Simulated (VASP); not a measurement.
# Si (Fd-3m) in VASP: notebook

The runs below take Si through single point, relaxation of cell and atoms, with LDA.

Program: VASP 6.6.1. These are calculated values, not measurements. Logs are shortened: lines on timing, memory, paths and dates and some standing lists are left out, and cuts for length are marked.

**1. The cell of the first run**

It takes space group Fd-3m (No. 227, cubic). The conventional cell has a = 5.402 Å, b = 5.402 Å, c = 5.402 Å, α = 90.00°, β = 90.00°, γ = 90.00°. Within 3.1 Å of Si (site symmetry -43m) lie 4 Si at 2.34 Å.

**2. Single point, LDA**

Input file INCAR:

```
ALGO = Normal
EDIFF = 1E-6
ENCUT = 500
GGA = CA
GGA_COMPAT = F
ISIF = 2
ISMEAR = 1
LASPH = T
LCHARG = F
LREAL = F
LWAVE = F
NBANDS = 11
NELM = 120
PREC = Accurate
SIGMA = 0.02
```

Input file KPOINTS:

```
k-points
0
Gamma
  10 10 10
```

Input file POSCAR:

```
Si
1.0
    0.0000000000      2.7009747062      2.7009747062
    2.7009747062      0.0000000000      2.7009747062
    2.7009747062      2.7009747062      0.0000000000
Si
2
Direct
    0.5000000000      0.5000000000      0.5000000000
    0.7500000000      0.7500000000      0.7500000000
```

Potentials or basis: VASP PAW LDA potentials, release 64 (Si).

Launch:

```console
cat potpaw_LDA.64/Si/POTCAR > POTCAR
mpirun -np 1 vasp_std > vasp.out
```

OUTCAR:

```text
EDIFF = 1E-6
   ENCUT = 500
   GGA = CA
   ISIF = 2
   ISMEAR = 1
   LASPH = T
   LREAL = F
   NELM = 120
   PREC = Accurate

 ion  position               nearest neighbor table
   1  0.500  0.500  0.500-   2 2.34   2 2.34   2 2.34   2 2.34
   2  0.750  0.750  0.750-   1 2.34   1 2.34   1 2.34   1 2.34

  LATTYP: Found a face centered cubic cell.
 ALAT       =     5.4019494124

  Lattice vectors:

 A1 = (   0.0000000000,   2.7009747062,   2.7009747062)
 A2 = (   2.7009747062,   0.0000000000,   2.7009747062)
 A3 = (   2.7009747062,   2.7009747062,   0.0000000000)

Analysis of symmetry for initial positions (statically):
=====================================================================
 Subroutine PRICEL returns:
 Original cell was already a primitive cell.

 Routine SETGRP: Setting up the symmetry group for a
 face centered cubic supercell.

 Subroutine GETGRP returns: Found 48 space group operations
 (whereof 24 operations were pure point group operations)
 out of a pool of 48 trial point group operations.

The static configuration has the point symmetry T_d .
 The point group associated with its full space group is O_h .

Analysis of symmetry for dynamics (positions and initial velocities):
=====================================================================
 Subroutine PRICEL returns:
 Original cell was already a primitive cell.

 Routine SETGRP: Setting up the symmetry group for a
 face centered cubic supercell.

 Subroutine GETGRP returns: Found 48 space group operations
 (whereof 24 operations were pure point group operations)
 out of a pool of 48 trial point group operations.

The dynamic configuration has the point symmetry T_d .
 The point group associated with its full space group is O_h .

 Subroutine INISYM returns: Found 48 space group operations
 (whereof 24 operations are pure point group operations),
 and found     1 'primitive' translations

----------------------------------------------------------------------------------------

                                     Primitive cell

  volume of cell :      39.4086

  direct lattice vectors                    reciprocal lattice vectors
     0.000000000  2.700974706  2.700974706    -0.185118357  0.185118357  0.185118357
     2.700974706  0.000000000  2.700974706     0.185118357 -0.185118357  0.185118357
     2.700974706  2.700974706  0.000000000     0.185118357  0.185118357 -0.185118357

  length of vectors
     3.819755061  3.819755061  3.819755061     0.320634400  0.320634400  0.320634400

  position of ions in fractional coordinates (direct lattice)
     0.500000000  0.500000000  0.500000000
     0.750000000  0.750000000  0.750000000

  ion indices of the primitive-cell ions
   primitive index   ion index
                 1           1
                 2           2

----------------------------------------------------------------------------------------

 KPOINTS: k-points

Automatic generation of k-mesh.
 Grid dimensions read from file:
 generate k-points for:   10   10   10

 Generating k-lattice:

  Cartesian coordinates                     Fractional coordinates (reciprocal lattice)
    -0.018511836  0.018511836  0.018511836     0.100000000  0.000000000  0.000000000
     0.018511836 -0.018511836  0.018511836     0.000000000  0.100000000  0.000000000
     0.018511836  0.018511836 -0.018511836     0.000000000  0.000000000  0.100000000

  Length of vectors
     0.032063440  0.032063440  0.032063440

  Shift w.r.t. Gamma in fractional coordinates (k-lattice)
     0.000000000  0.000000000  0.000000000

 Subroutine IBZKPT returns following result:
 ===========================================

 Found     47 irreducible k-points:

 Following reciprocal coordinates:
            Coordinates               Weight
  0.000000  0.000000  0.000000      1.000000
  0.100000  0.000000  0.000000      8.000000
  0.200000  0.000000  0.000000      8.000000
  0.300000  0.000000  0.000000      8.000000
  0.400000  0.000000  0.000000      8.000000
  0.500000  0.000000  0.000000      4.000000
[... 16 lines left out ...]
  0.300000  0.300000  0.000000      6.000000
  0.400000  0.300000  0.000000     24.000000
 [... further k-points ...]
   k-points           NKPTS =     47   k-points in BZ     NKDIM =     47   number of bands    NBANDS=     11
   number of dos      NEDOS =    301   number of ions     NIONS =      2
   total plane-waves  NPLWV =  21952
   dimension x,y,z NGX =    28 NGY =   28 NGZ =   28
   dimension x,y,z NGXF=    56 NGYF=   56 NGZF=   56
   ions per type =               2
   NGX,Y,Z   is equivalent  to a cutoff of  12.19, 12.19, 12.19 a.u.
   NGXF,Y,Z  is equivalent  to a cutoff of  24.37, 24.37, 24.37 a.u.
 SYSTEM =  unknown system
   PREC   = accura    normal or accurate (medium, high low for compatibility)
   ISTART =      0    job   : 0-new  1-cont  2-samecut
   ICHARG =      2    charge: 1-file 2-atom 10-const
   ISPIN  =      1    spin polarized calculation?
   LNONCOLLINEAR =      F non collinear calculations
   LSORBIT =      F    spin-orbit coupling
   LASPH  =      T    aspherical Exc in radial PAW
   ENCUT  =  500.0 eV  36.75 Ry    6.06 a.u.   6.96  6.96  6.96*2*pi/ulx,y,z
   NELM   =    120;   NELMIN=  2; NELMDL= -5     # of ELM steps
   EDIFF  = 0.1E-05   stopping-criterion for ELM
   LREAL  =      F    real-space projection
   EDIFFG = 0.1E-04   stopping-criterion for IOM
   NSW    =      0    number of steps for IOM
   IBRION =     -1    ionic relax: 0-MD 1-quasi-New 2-CG
   NFREE  =      0    steps in history (QN), initial steepest desc. (CG)
   ISIF   =      2    stress and relaxation
   ISYM   =      2    0-nonsym 1-usesym 2-fastsym
   POTIM  = 0.5000    time-step for ionic-motion
   TEBEG  =    0.0;   TEEND  =   0.0 temperature during run
   PSTRESS=    0.0 pullay stress
   NELECT =       8.0000    total number of electrons
   NUPDOWN=      -1.0000    fix difference up-down
   EMIN   =  10.00;   EMAX   =-10.00  energy-range for DOS
   EFERMI =   0.00;   METHOD = LEGACY
   ISMEAR =     1;   SIGMA  =   0.02  broadening in eV -4-tet -1-fermi 0-gaus
   EFERMI_NEDOS =   21; number of points for ismear=-14 and -15
   IALGO  =     38    algorithm
   IMIX   =      4    mixing-type and parameters
     AMIX     =   0.40;   BMIX     =  1.00
     AMIX_MAG =   1.60;   BMIX_MAG =  1.00
  volume/ion in A,a.u.               =      19.70       132.97
  Fermi-wavevector in a.u.,A,eV,Ry     =   0.962146  1.818192 12.595252  0.925725
  Thomas-Fermi vector in A             =   2.091580
   LORBIT       =      0    0 simple, 1 ext, 2 COOP (PROOUT), +10 PAW based schemes
   GGA     = CA    functional components
   LHFCALC =     F    Hartree Fock is set to
   AEXX    =    0.0000 exact exchange contribution
   IVDW    =     0    specifies the selected vdW correction
   LEPSILON=     F    determine dielectric tensor
   LRPA    =     F    only Hartree local field effects (RPA)
 non-spin polarized calculation
 Methfessel and Paxton  Order N= 1 SIGMA  =   0.02
  energy-cutoff  :      500.00
  volume of cell :       39.41
 maximum number of plane-waves:      1012
   NGX = 13   NGY = 13   NGZ = 13

 number of electron       8.0000001 magnetization

 Free energy of the ion-electron system (eV)
  ---------------------------------------------------
  ext. energy  EPLUGINS =         0.00000000
  ---------------------------------------------------
  free energy    TOTEN  =       -11.91904094 eV

  energy without entropy =      -11.91904442  energy(sigma->0) =      -11.91904210

 E-fermi :   5.9504     XC(G=0):  -9.6656

 val. band max:        5.9335160689   @ k =   0.0000   0.0000   0.0000
 cond. band min:       6.3860158763   @ k =   0.4000   0.4000   0.0000
 fundamental gap:      0.4524998074
 Fermi energy:         5.9503537120

 k-point     1 :       0.0000    0.0000    0.0000
  band No.  band energies     occupation
      1      -6.1331      2.00000
      2       5.9335      2.00000
      3       5.9335      2.00000
      4       5.9335      2.00000
      5       8.4643      0.00000
      6       8.4643      0.00000
      7       8.4643      0.00000
      8       9.3258      0.00000
      9      13.6694      0.00000
     10      13.6694      0.00000
     11      13.6789      0.00000

 k-point     2 :       0.1000    0.0000    0.0000
  band No.  band energies     occupation
      1      -6.0004      2.00000
      2       4.7747      2.00000
      3       5.7312      2.00000
      4       5.7312      2.00000
      5       8.4758      0.00000
      6       8.7612      0.00000
      7       8.7612      0.00000
      8      10.2387      0.00000
      9      13.2906      0.00000
     10      13.2906      0.00000
     11      14.2360      0.00000

 k-point     3 :       0.2000    0.0000    0.0000
  band No.  band energies     occupation
      1      -5.6082      2.00000
      2       2.8909      2.00000
      3       5.3458      2.00000
      4       5.3458      2.00000
      5       8.1128      0.00000
      6       9.2714      0.00000
      7       9.2714      0.00000
      8      11.9806      0.00000
      9      12.9574      0.00000
     10      12.9574      0.00000
     11      14.9142      0.00000
[... 267 lines left out ...]
 k-point    23 :       0.3000    0.3000    0.0000
  band No.  band energies     occupation
      1      -4.5622      2.00000
      2       1.5068      2.00000
      3       3.6682      2.00000
      4       3.6682      2.00000
      5       6.6828      0.00000
      6       8.2299      0.00000
      7      12.5834      0.00000
      8      12.5834      0.00000
      9      15.0834      0.00000
     10      15.4237      0.00000
     11      18.2752      0.00000

 k-point    24 :       0.4000    0.3000    0.0000
  band No.  band energies     occupation
      1      -3.9401      2.00000
      2       0.4912      2.00000
      3       3.0192      2.00000
      4       3.4615      2.00000
      5       6.8710      0.00000
      6       8.0652      0.00000
      7      12.8833      0.00000
      8      12.9985      0.00000
      9      16.4392      0.00000
     10      16.7243      0.00000
     11      18.0319      0.00000

 [... further k-points ...]

------------------------ aborting loop because EDIFF is reached ----------------------------------------

  FORCE on cell =-STRESS in cart. coord.  units (eV):
  Direction    XX          YY          ZZ          XY          YZ          ZX
  --------------------------------------------------------------------------------------
  -------------------------------------------------------------------------------------
  Total        0.0115485      0.0115485      0.0115485      0.0000000     -0.0000000      0.0000000
  in kB        0.4695100      0.4695100      0.4695100      0.0000000     -0.0000000      0.0000000
  external PRESSURE =       0.4695100 kB  Pullay stress =       0.0000000 kB

 VOLUME and BASIS-vectors are now :
 -----------------------------------------------------------------------------
  energy-cutoff  :      500.00
  volume of cell :       39.41
      direct lattice vectors                 reciprocal lattice vectors
     0.000000000  2.700974706  2.700974706    -0.185118357  0.185118357  0.185118357
     2.700974706  0.000000000  2.700974706     0.185118357 -0.185118357  0.185118357
     2.700974706  2.700974706  0.000000000     0.185118357  0.185118357 -0.185118357

 POSITION                                       TOTAL-FORCE (eV/Angst)
 -----------------------------------------------------------------------------------
      2.70097      2.70097      2.70097         0.000000      0.000000      0.000000
      4.05146      4.05146      4.05146        -0.000000     -0.000000     -0.000000
 -----------------------------------------------------------------------------------
    total drift:                                0.000000      0.000000     -0.000000

  FREE ENERGIE OF THE ION-ELECTRON SYSTEM (eV)
  ---------------------------------------------------
  free  energy   TOTEN  =       -11.9190409363 eV

  energy  without entropy=      -11.9190444150  energy(sigma->0) =      -11.91904210
```

Run time: 12 s. Hardware: 1 thread of AMD EPYC 7R43 (Zen 3), shared host; peak memory 0.1 GiB.

Results:

| Property | Result |
| --- | --- |
| Free energy | -11.9190 eV |
| Pressure | 0.0 GPa |
| Band gap on the k mesh | 0.45 eV (least direct gap 2.53 eV) |

A k mesh can miss the band edges. Expect the measured gap to be larger: semilocal functionals such as LDA lack the derivative discontinuity.

(Continued in part 2 of 2.)
